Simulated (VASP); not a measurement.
# BrH in VASP: further runs

The runs below take BrH through single point, with PBE+D3(BJ), PBE, RPBE, LDA.

Program: VASP 6.6.1. These are calculated values, not measurements. Logs are shortened: lines on timing, memory, paths and dates and some standing lists are left out, and cuts for length are marked.

### 1 The cell of the first run

The cell holds a molecule in a box, 2 atoms: a = 11.702 Å, b = 12.202 Å, c = 12.702 Å, α = 90.00°, β = 90.00°, γ = 90.00°.

### 2 Single point, PBE+D3(BJ)

File INCAR:

```
  PREC = Accurate
  ENCUT = 400
  EDIFF = 1E-6
  ISMEAR = 0
  SIGMA = 0.005
  LREAL = False
  LASPH = True
  NELM = 120
  ALGO = Normal
  ISIF = 2
  LWAVE = False
  LCHARG = False
  GGA = PE
  IVDW = 12
  NBANDS = 11
  GGA_COMPAT = False
  NELMDL = -8
```

File KPOINTS:

```
Automatic mesh
0
Gamma
  1 1 1
```

File POSCAR:

```
HBr
1.0
   11.7015812861      0.0000000000      0.0000000000
    0.0000000000     12.2015812861      0.0000000000
    0.0000000000      0.0000000000     12.7015812861
Br H
1 1
Direct
    0.5332239280      0.5206789100      0.4517164121
    0.4770437720      0.4930923800      0.5482870379
```

Potentials or basis: VASP PAW PBE potentials, release 64 (Br, H).

On the command line:

```console
$ cat potpaw_PBE.64/Br/POTCAR potpaw_PBE.64/H/POTCAR > POTCAR
$ mpirun -np 1 vasp_gam > vasp.out
```

OUTCAR:

```text
PREC = Accurate
   ENCUT = 400
   EDIFF = 1E-6
   ISMEAR = 0
   LREAL = False
   LASPH = True
   NELM = 120
   ISIF = 2
   GGA = PE
   IVDW = 12
   NELMDL = -8
 IVDW          = 12

 ion  position               nearest neighbor table
   1  0.533  0.521  0.452-   2 1.43
   2  0.477  0.493  0.548-   1 1.43

  LATTYP: Found a simple orthorhombic cell.
 ALAT       =    11.7015812861
 B/A-ratio  =     1.0427292678
 C/A-ratio  =     1.0854585355

  Lattice vectors:

 A1 = (  11.7015812861,   0.0000000000,   0.0000000000)
 A2 = (   0.0000000000,  12.2015812861,   0.0000000000)
 A3 = (   0.0000000000,   0.0000000000,  12.7015812861)

Analysis of symmetry for initial positions (statically):
=====================================================================
 Subroutine PRICEL returns:
 Original cell was already a primitive cell.

 Routine SETGRP: Setting up the symmetry group for a
 simple orthorhombic supercell.

 Subroutine GETGRP returns: Found  1 space group operations
 (whereof  1 operations were pure point group operations)
 out of a pool of  8 trial point group operations.

The static configuration has the point symmetry C_1 .

Analysis of symmetry for dynamics (positions and initial velocities):
=====================================================================
 Subroutine PRICEL returns:
 Original cell was already a primitive cell.

 Routine SETGRP: Setting up the symmetry group for a
 simple orthorhombic supercell.

 Subroutine GETGRP returns: Found  1 space group operations
 (whereof  1 operations were pure point group operations)
 out of a pool of  8 trial point group operations.

The dynamic configuration has the point symmetry C_1 .

 Subroutine INISYM returns: Found  1 space group operations
 (whereof  1 operations are pure point group operations),
 and found     1 'primitive' translations

----------------------------------------------------------------------------------------

                                     Primitive cell

  volume of cell :    1813.5038

  direct lattice vectors                    reciprocal lattice vectors
    11.701581286  0.000000000  0.000000000     0.085458536  0.000000000  0.000000000
     0.000000000 12.201581286  0.000000000     0.000000000  0.081956590  0.000000000
     0.000000000  0.000000000 12.701581286     0.000000000  0.000000000  0.078730355

  length of vectors
    11.701581286 12.201581286 12.701581286     0.085458536  0.081956590  0.078730355

  position of ions in fractional coordinates (direct lattice)
     0.533223928  0.520678910  0.451716412
     0.477043772  0.493092380  0.548287038

  ion indices of the primitive-cell ions
   primitive index   ion index
                 1           1
                 2           2

----------------------------------------------------------------------------------------

 KPOINTS: Automatic mesh

Automatic generation of k-mesh.
 Grid dimensions read from file:
 generate k-points for:    1    1    1

 Generating k-lattice:

  Cartesian coordinates                     Fractional coordinates (reciprocal lattice)
     0.085458536  0.000000000  0.000000000     1.000000000  0.000000000  0.000000000
     0.000000000  0.081956590  0.000000000     0.000000000  1.000000000  0.000000000
     0.000000000  0.000000000  0.078730355     0.000000000  0.000000000  1.000000000

  Length of vectors
     0.085458536  0.081956590  0.078730355

  Shift w.r.t. Gamma in fractional coordinates (k-lattice)
     0.000000000  0.000000000  0.000000000

 Subroutine IBZKPT returns following result:
 ===========================================

 Found      1 irreducible k-points:

 Following reciprocal coordinates:
            Coordinates               Weight
  0.000000  0.000000  0.000000      1.000000
   k-points           NKPTS =      1   k-points in BZ     NKDIM =      1   number of bands    NBANDS=     11
   number of dos      NEDOS =    301   number of ions     NIONS =      2
   total plane-waves  NPLWV = 537600
   dimension x,y,z NGX =    80 NGY =   80 NGZ =   84
   dimension x,y,z NGXF=   160 NGYF=  160 NGZF=  168
   ions per type =               1   1
   NGX,Y,Z   is equivalent  to a cutoff of  11.37, 10.90, 10.99 a.u.
   NGXF,Y,Z  is equivalent  to a cutoff of  22.73, 21.80, 21.99 a.u.
 SYSTEM =  unknown system
   PREC   = accura    normal or accurate (medium, high low for compatibility)
   ISTART =      0    job   : 0-new  1-cont  2-samecut
   ICHARG =      2    charge: 1-file 2-atom 10-const
   ISPIN  =      1    spin polarized calculation?
   LNONCOLLINEAR =      F non collinear calculations
   LSORBIT =      F    spin-orbit coupling
   LASPH  =      T    aspherical Exc in radial PAW
   ENCUT  =  400.0 eV  29.40 Ry    5.42 a.u.  19.08 19.90 20.71*2*pi/ulx,y,z
   NELM   =    120;   NELMIN=  2; NELMDL= -8     # of ELM steps
   EDIFF  = 0.1E-05   stopping-criterion for ELM
   LREAL  =      F    real-space projection
   EDIFFG = 0.1E-04   stopping-criterion for IOM
   NSW    =      0    number of steps for IOM
   IBRION =     -1    ionic relax: 0-MD 1-quasi-New 2-CG
   NFREE  =      0    steps in history (QN), initial steepest desc. (CG)
   ISIF   =      2    stress and relaxation
   ISYM   =      2    0-nonsym 1-usesym 2-fastsym
   POTIM  = 0.5000    time-step for ionic-motion
   TEBEG  =    0.0;   TEEND  =   0.0 temperature during run
   PSTRESS=    0.0 pullay stress
   NELECT =       8.0000    total number of electrons
   NUPDOWN=      -1.0000    fix difference up-down
   EMIN   =  10.00;   EMAX   =-10.00  energy-range for DOS
   EFERMI =   0.00;   METHOD = LEGACY
   ISMEAR =     0;   SIGMA  =   0.01  broadening in eV -4-tet -1-fermi 0-gaus
   EFERMI_NEDOS =   21; number of points for ismear=-14 and -15
   IALGO  =     38    algorithm
   IMIX   =      4    mixing-type and parameters
     AMIX     =   0.40;   BMIX     =  1.00
     AMIX_MAG =   1.60;   BMIX_MAG =  1.00
  volume/ion in A,a.u.               =     906.75      6119.06
  Fermi-wavevector in a.u.,A,eV,Ry     =   0.268492  0.507377  0.980819  0.072088
  Thomas-Fermi vector in A             =   1.104892
   LORBIT       =      0    0 simple, 1 ext, 2 COOP (PROOUT), +10 PAW based schemes
   GGA     = PE    functional components
   LHFCALC =     F    Hartree Fock is set to
   AEXX    =    0.0000 exact exchange contribution
   IVDW    =    12    specifies the selected vdW correction
   LEPSILON=     F    determine dielectric tensor
   LRPA    =     F    only Hartree local field effects (RPA)
 non-spin polarized calculation
 Gauss-broadening in eV      SIGMA  =   0.01
  energy-cutoff  :      400.00
  volume of cell :     1813.50
 maximum number of plane-waves:     16463
 NGX is ok and might be reduce to    80
   NGX = 39   NGY = 39   NGZ = 41

 number of electron       7.9999998 magnetization

 Free energy of the ion-electron system (eV)
  ---------------------------------------------------
  ext. energy  EPLUGINS =         0.00000000
  ---------------------------------------------------
  free energy    TOTEN  =        -5.38376270 eV

  energy without entropy =       -5.38376270  energy(sigma->0) =       -5.38376270

 E-fermi :  -7.2717     XC(G=0):  -0.4541

 val. band max:       -7.3041178644   @ k =   0.0000   0.0000   0.0000
 cond. band min:      -1.4037968171   @ k =   0.0000   0.0000   0.0000
 fundamental gap:      5.9003210473
 Fermi energy:        -7.2716722544

 k-point     1 :       0.0000    0.0000    0.0000
  band No.  band energies     occupation
      1     -20.3689      2.00000
      2     -10.9636      2.00000
      3      -7.3044      2.00000
      4      -7.3041      2.00000
      5      -1.4038      0.00000
      6      -0.0598      0.00000
      7       0.6403      0.00000
      8       0.6880      0.00000
      9       0.7686      0.00000
     10       0.8305      0.00000
     11       0.9418      0.00000

------------------------ aborting loop because EDIFF is reached ----------------------------------------

 Edisp (eV)   -0.01040

 E8    (eV) :    -0.0034

  FORCE on cell =-STRESS in cart. coord.  units (eV):
  Direction    XX          YY          ZZ          XY          YZ          ZX
  --------------------------------------------------------------------------------------
  -------------------------------------------------------------------------------------
  Total      -0.06038    -0.06536    -0.04456     0.00389    -0.00683    -0.01359
  in kB      -0.05335    -0.05775    -0.03937     0.00343    -0.00603    -0.01201
  external pressure =       -0.05 kB  Pullay stress =        0.00 kB

 VOLUME and BASIS-vectors are now :
 -----------------------------------------------------------------------------
  energy-cutoff  :      400.00
  volume of cell :     1813.50
      direct lattice vectors                 reciprocal lattice vectors
    11.701581286  0.000000000  0.000000000     0.085458536  0.000000000  0.000000000
     0.000000000 12.201581286  0.000000000     0.000000000  0.081956590  0.000000000
     0.000000000  0.000000000 12.701581286     0.000000000  0.000000000  0.078730355

 POSITION                                       TOTAL-FORCE (eV/Angst)
 -----------------------------------------------------------------------------------
      6.23956      6.35311      5.73751         0.008569      0.004492     -0.015029
      5.58217      6.01651      6.96411        -0.008569     -0.004492      0.015029
 -----------------------------------------------------------------------------------
    total drift:                               -0.000184      0.000170     -0.000025

  FREE ENERGIE OF THE ION-ELECTRON SYSTEM (eV)
  ---------------------------------------------------
  free  energy   TOTEN  =        -5.3941674220 eV

  energy  without entropy=       -5.3941674220  energy(sigma->0) =       -5.39416742
```

It took 2.5 min on 1 thread of Intel Xeon 8259CL, shared host; peak memory 0.92 GiB.

What came out:

```
Free energy                     : -5.3942 eV
Largest force                   : 0.018 eV/Å
Gap between the frontier levels : 5.90 eV
Dispersion energy per atom      : -0.005 eV
```

Forces on the atoms (eV/Å):
```
Br   0.009  0.004 -0.015
H   -0.009 -0.004  0.015
```

Levels at points of the mesh, in eV from the valence-band top:
| k point | band 2 | band 3 | band 4 | band 5 | band 6 | band 7 |
| --- | --- | --- | --- | --- | --- | --- |
| (0.00, 0.00, 0.00) | -3.66 | 0.00 | 0.00 | 5.90 | 7.24 | 7.94 |

### 3 Single point, PBE

File INCAR:

```
PREC = Accurate ; ENCUT = 400
EDIFF = 1E-6 ; ISMEAR = 0
SIGMA = 0.005 ; LREAL = False
LASPH = True ; NELM = 120
ALGO = Normal ; ISIF = 2
LWAVE = False ; LCHARG = False
GGA = PE ; NBANDS = 11
GGA_COMPAT = False ; NELMDL = -8
```

File KPOINTS:

```
regular mesh
0
Gamma
  1 1 1
```

File POSCAR:

```
HBr
1.0
   11.7015812861      0.0000000000      0.0000000000
    0.0000000000     12.2015812861      0.0000000000
    0.0000000000      0.0000000000     12.7015812861
Br H
1 1
Direct
    0.5332239300      0.5206789100      0.4517164100
    0.4770437700      0.4930923800      0.5482870400
```

Potentials or basis: VASP PAW PBE potentials, release 64 (Br, H).

On the command line:

```console
$ cat potpaw_PBE.64/Br/POTCAR potpaw_PBE.64/H/POTCAR > POTCAR
$ mpirun -np 1 vasp_gam > vasp.out
```

OUTCAR:

```text
PREC = Accurate
   ENCUT = 400
   EDIFF = 1E-6
   ISMEAR = 0
   LREAL = False
   LASPH = True
   NELM = 120
   ISIF = 2
   GGA = PE
   NELMDL = -8

 ion  position               nearest neighbor table
   1  0.533  0.521  0.452-   2 1.43
   2  0.477  0.493  0.548-   1 1.43

  LATTYP: Found a simple orthorhombic cell.
 ALAT       =    11.7015812861
 B/A-ratio  =     1.0427292678
 C/A-ratio  =     1.0854585355

  Lattice vectors:

[... 173 lines left out ...]
     10       0.8305      0.00000
     11       0.9418      0.00000

------------------------ aborting loop because EDIFF is reached ----------------------------------------

  FORCE on cell =-STRESS in cart. coord.  units (eV):
  Direction    XX          YY          ZZ          XY          YZ          ZX
  --------------------------------------------------------------------------------------
  -------------------------------------------------------------------------------------
  Total       -0.0599156     -0.0649965     -0.0441438      0.0039011     -0.0068526     -0.0136410
  in kB       -0.0529337     -0.0574225     -0.0389997      0.0034465     -0.0060541     -0.0120514
  external PRESSURE =      -0.0497853 kB  Pullay stress =       0.0000000 kB

 VOLUME and BASIS-vectors are now :
 -----------------------------------------------------------------------------
  energy-cutoff  :      400.00
  volume of cell :     1813.50
      direct lattice vectors                 reciprocal lattice vectors
    11.701581286  0.000000000  0.000000000     0.085458536  0.000000000  0.000000000
     0.000000000 12.201581286  0.000000000     0.000000000  0.081956590  0.000000000
     0.000000000  0.000000000 12.701581286     0.000000000  0.000000000  0.078730355

 POSITION                                       TOTAL-FORCE (eV/Angst)
 -----------------------------------------------------------------------------------
      6.23956      6.35311      5.73751         0.008612      0.004514     -0.015113
      5.58217      6.01651      6.96411        -0.008612     -0.004514      0.015113
 -----------------------------------------------------------------------------------
    total drift:                               -0.000184      0.000170     -0.000025

  FREE ENERGIE OF THE ION-ELECTRON SYSTEM (eV)
  ---------------------------------------------------
  free  energy   TOTEN  =        -5.3837626995 eV

  energy  without entropy=       -5.3837626995  energy(sigma->0) =       -5.38376270
```

Wall time 2.6 min (1 thread of Intel Xeon 8259CL, shared host); peak memory 0.91 GiB.

Results:

```yaml
Free_energy: -5.3838 eV
Largest_force: 0.018 eV/Å
Gap_between_the_frontier_levels: 5.90 eV
```

Forces in eV/Å, atoms in the order of the input:
```
Br   0.009  0.005 -0.015
H   -0.009 -0.005  0.015
```

Levels at points of the mesh, in eV from the valence-band top:
| k point | band 2 | band 3 | band 4 | band 5 | band 6 | band 7 |
| --- | --- | --- | --- | --- | --- | --- |
| (0.00, 0.00, 0.00) | -3.66 | 0.00 | 0.00 | 5.90 | 7.24 | 7.94 |

### 4 Single point, RPBE

File INCAR:

```
SYSTEM = HBr
  PREC = Accurate
  ENCUT = 400
  EDIFF = 1E-6
  ISMEAR = 0
  SIGMA = 0.005
  LREAL = .False.
  LASPH = .True.
  NELM = 120
  ALGO = Normal
  ISIF = 2
  LWAVE = .False.
  LCHARG = .False.
  GGA = RP
  NBANDS = 11
  GGA_COMPAT = .False.
  NELMDL = -8
```

File KPOINTS:

```
Automatic mesh
0
Gamma
  1 1 1
  0 0 0
```

POSCAR is that of step 3.

On the command line:

```console
$ cat potpaw_PBE.64/Br/POTCAR potpaw_PBE.64/H/POTCAR > POTCAR
$ mpirun -np 1 vasp_gam > vasp.out
```

Wall time 2.7 min (1 thread of Intel Xeon 8259CL, shared host); peak memory 0.91 GiB.

It converged, with:

```yaml
Free_energy: -5.3906 eV
Largest_force: 0.041 eV/Å
Gap_between_the_frontier_levels: 5.85 eV
```

Forces in eV/Å, atoms in the order of the input:
```
Br   0.019  0.010 -0.035
H   -0.019 -0.010  0.035
```

Levels at points of the mesh, in eV from the valence-band top:
| k point | band 1 | band 2 | band 3 | band 4 | band 5 | band 6 | band 7 | band 8 | band 9 |
| --- | --- | --- | --- | --- | --- | --- | --- | --- | --- |
| (0.00, 0.00, 0.00) | -13.04 | -3.67 | 0.00 | 0.00 | 5.85 | 7.19 | 7.86 | 7.93 | 7.99 |

Caveat: the PAW data sets were made with another functional, which shifts forces and pressure a little.

### 5 Single point, PBE+D3(BJ)

File INCAR:

```
SYSTEM = HBr
PREC = Accurate ; ENCUT = 400
EDIFF = 1E-6 ; ISMEAR = 0
SIGMA = 0.005 ; LREAL = .FALSE.
LASPH = .TRUE. ; NELM = 120
ALGO = Normal ; ISIF = 2
LWAVE = .FALSE. ; LCHARG = .TRUE.
GGA = PE ; IVDW = 12
LELF = .TRUE. ; LVHAR = .TRUE.
NBANDS = 11 ; GGA_COMPAT = .FALSE.
NELMDL = -8
```

File KPOINTS:

```
Automatic mesh
0
G
  1 1 1
  0 0 0
```

POSCAR is that of step 4.

On the command line:

```console
$ cat potpaw_PBE.64/Br/POTCAR potpaw_PBE.64/H/POTCAR > POTCAR
$ mpirun -np 1 vasp_gam > vasp.out
```

Run time: 3.2 min. Hardware: 1 thread of Intel Xeon 8259CL, shared host; peak memory 0.92 GiB.

The run converged. Its results:

```
Free energy                     : -5.3942 eV
Largest force                   : 0.018 eV/Å
Gap between the frontier levels : 5.90 eV
Dispersion energy per atom      : -0.005 eV
```

Forces on the atoms (eV/Å):
```
Br   0.009  0.004 -0.015
H   -0.009 -0.004  0.015
```

Levels at points of the mesh, in eV from the valence-band top:
```
           k point  band 2  band 3  band 4  band 5  band 6  band 7
(0.00, 0.00, 0.00)   -3.66    0.00    0.00    5.90    7.24    7.94
```

### 6 Single point, LDA

File INCAR:

```
PREC = Accurate
ENCUT = 400
EDIFF = 1E-6
ISMEAR = 0
SIGMA = 0.005
LREAL = False
LASPH = True
NELM = 120
ALGO = Normal
ISIF = 2
LWAVE = False
LCHARG = True
GGA = CA
LELF = True
LVHAR = True
NBANDS = 11
GGA_COMPAT = False
NELMDL = -8
```

File KPOINTS:

```
Automatic mesh
0
Gamma
  1 1 1
```

POSCAR is that of step 5.

Potentials or basis: VASP PAW LDA potentials, release 64 (Br, H).

On the command line:

```console
$ cat potpaw_LDA.64/Br/POTCAR potpaw_LDA.64/H/POTCAR > POTCAR
$ mpirun -np 1 vasp_gam > vasp.out
```

Wall time 1.7 min (1 thread of Intel Xeon 8259CL, shared host); peak memory 0.59 GiB.

Results (log left out):

```yaml
Free_energy: -5.5935 eV
Gap_between_the_frontier_levels: 5.94 eV
```

Levels at points of the mesh, in eV from the valence-band top:
| k point | band 1 | band 2 | band 3 | band 4 | band 5 | band 6 | band 7 | band 8 | band 9 |
| --- | --- | --- | --- | --- | --- | --- | --- | --- | --- |
| (0.00, 0.00, 0.00) | -13.06 | -3.60 | 0.00 | 0.00 | 5.94 | 7.38 | 8.11 | 8.12 | 8.24 |

### 7 The runs side by side

| level | potentials or basis | gap on the mesh (eV) | largest force (eV/Å) |
| --- | --- | --- | --- |
| PBE+D3(BJ) | VASP PAW PBE potentials, release 64 (Br, H) | 5.90 | 0.02 |
| PBE | VASP PAW PBE potentials, release 64 (Br, H) | 5.90 | 0.02 |
| RPBE | VASP PAW PBE potentials, release 64 (Br, H) | 5.85 | 0.04 |
| LDA | VASP PAW LDA potentials, release 64 (Br, H) | 5.94 | - |

Alike in all rows: task single point; no spin polarisation; cell as given; k mesh 1 × 1 × 1; cutoff (eV) 400; smearing gaussian 0.005 eV.

Caveats: the PAW data sets were made with another functional, which shifts forces and pressure a little (at least some runs).

Absolute energies hang on the potentials; compare differences alone.
